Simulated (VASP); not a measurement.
# Ti: single point with PBEsol

Ti:

```
Ti
1.0
     2.89702    0.00000    0.00000
    -1.44851    2.50889    0.00000
     0.00000    0.00000    4.59595
Ti
2
Direct
  0.33333 0.66667 0.25000
  0.66667 0.33333 0.75000
```

| Quantity | Value |
| --- | --- |
| Program | VASP 6.6.1 |
| Task | single point |
| Functional | PBEsol |
| Potentials or basis | VASP PAW PBE potentials, release 64 (Ti_sv) |
| Cutoff | 520 eV |
| k mesh | 9 × 9 × 5 |
| Occupations | methfessel-paxton, width 0.05 eV |
| Spin | no spin polarisation |
| Dipole correction | no |
| Further INCAR settings | ALGO = Normal; EDIFF = 1e-07; NBANDS = 19 |

```
Pressure               : -0.2 GPa
Band gap on the k mesh : zero (bands 12 and 13 overlap by 1.09 eV)
```

Stress tensor (GPa, compression positive):
```
-0.08  0.00  0.00
 0.00 -0.08  0.00
 0.00  0.00 -0.52
```

Levels at points of the mesh, in eV from the Fermi level:
```csv
k point,band 10,band 11,band 12,band 13,band 14,band 15
"(0.00, 0.00, 0.00)",-2.87,0.72,0.72,0.80,0.83,1.25
```

It took 40 s on 1 thread of Intel Xeon 8259CL (shared host), peak memory 0.16 GiB.

Caveat: the PAW data sets were made with another functional, which shifts forces and pressure a little.
